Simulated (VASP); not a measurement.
**Li2HfN2: single point with LDA**

Crystal: Li2HfN2.

```
Li Hf N
1.0
     3.23712    0.00000    0.00000
    -1.61856    2.80343    0.00000
     0.00000    0.00000    5.42360
Li Hf N
2 1 2
Direct
  0.66667 0.33333 0.38279
  0.33333 0.66667 0.61721
  0.00000 0.00000 0.88937
  0.66667 0.33333 0.77938
  0.33333 0.66667 0.22062
```

This cell differs from its parent crystal: atom 3 (Hf) moved by (+0.000, -0.600) A along x and z.

| Quantity | Value |
| --- | --- |
| Program | VASP 6.6.1 |
| Task | single point |
| Functional | LDA |
| Potentials or basis | VASP PAW LDA potentials, release 64 (Li_sv, Hf_pv, N) |
| Cutoff | 520 eV |
| k mesh | 9 × 9 × 6 |
| Occupations | gaussian, width 0.05 eV |
| Spin | no spin polarisation |
| Dipole correction | no |
| Further INCAR settings | ALGO = Normal; EDIFF = 1e-07; NBANDS = 21 |

```yaml
Largest_force: 11.903 eV/Å
Band_gap_on_the_k_mesh: zero (band 13 reaches 5.59 eV, above the bottom of band 14 at 5.24 eV)
```

Forces in eV/Å, atoms in the order of the input:
```
Li   0.000  0.000 -2.124
Li   0.000  0.000 -2.910
Hf   0.000  0.000 11.903
N    0.000  0.000 -4.949
N    0.000  0.000 -1.920
```

Levels at points of the mesh, in eV from the Fermi level:
```tsv
k point	band 10	band 11	band 12	band 13	band 14	band 15	band 16	band 17
(0.00, 0.00, 0.00)	-6.57	-1.84	0.23	0.23	1.88	1.88	2.23	3.57
(0.00, 0.00, 0.50)	-6.09	-2.81	0.06	0.06	1.91	1.91	3.08	4.14
```

It took 21 s on 1 thread of Intel(R) Xeon(R) 6975P-C (Granite Rapids), on a shared host, peak memory 0.18 GiB.

Caveat: the cell differs from its parent crystal (atom 3 (Hf) moved by (+0.000, -0.600) A along x and z); spin-orbit coupling is left out, which moves the levels of the heavy elements; forces of over 1 eV/Å act on the atoms, so gaps and moduli don't describe the material at rest.
